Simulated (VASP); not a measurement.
Write the native input for VASP 6.6.1 that does the following.

```yaml
Task: relaxation of cell and atoms
Functional: PBE
Dispersion: D3(BJ)
Potentials_or_basis: VASP PAW PBE potentials, release 64 (F)
Cutoff: 600 eV
k_mesh: 6 × 6 × 4
Occupations: fermi-dirac, width 0.02 eV
Spin: no spin polarisation
Dipole_correction: no
Further_INCAR_settings: ALGO = Normal; EDIFF = 1e-07; IBRION = 2; EDIFFG = -0.005; NSW = 80; ISIF = 3
```

The structure of F lies in POSCAR:

```
F
1.0
    3.5401180000     -2.0919010000      0.0000000000
    3.5401180000      2.0919010000      0.0000000000
    0.0000000000      0.0000000000      6.3757260000
F
4
Direct
    0.9125420000      0.0874580000      0.0960130000
    0.5874580000      0.4125420000      0.5960130000
    0.4125420000      0.5874580000      0.4039870000
    0.0874580000      0.9125420000      0.9039870000
```

These files were run (other wordings do the same):

INCAR

```
SYSTEM = F
PREC = Accurate
ENCUT = 600
EDIFF = 1E-7
ISMEAR = -1
SIGMA = 0.02
LREAL = .FALSE.
LASPH = .TRUE.
NELM = 120
ALGO = Normal
ISIF = 3
LWAVE = .FALSE.
LCHARG = .FALSE.
GGA = PE
IVDW = 12
IBRION = 2
NSW = 80
EDIFFG = -0.005
GGA_COMPAT = .FALSE.
NELMIN = 4
```

KPOINTS

```
regular mesh
0
G
  6 6 4
  0 0 0
```

Potentials or basis: VASP PAW PBE potentials, release 64 (F).

Launch:

```bash
$ cat potpaw_PBE.64/F/POTCAR > POTCAR
$ mpirun -np 1 vasp_std > vasp.out
```

Results of the run:

The relaxed volume is 16.15 Å³/atom and the relaxed cell is a = 3.338 Å, b = 3.338 Å, c = 6.337 Å, α = 90.00°, β = 90.00°, γ = 66.14°. The space group after relaxing (to 0.1 Å) is Cmce (No. 64). The energy gained by relaxing is 26.1 meV/atom, the ionic steps are 61 and the pressure after relaxing is 0.0 GPa. The band gap on the k mesh is 2.90 eV (least direct gap 2.97 eV) and the dispersion energy per atom is -0.029 eV.

Caveat: the volume moved by over 15 % at a fixed basis, so the end points are rough.

Wall time 17 min on 1 thread of Intel(R) Xeon(R) 6975P-C (Granite Rapids), on a shared host, peak memory 0.29 GiB.
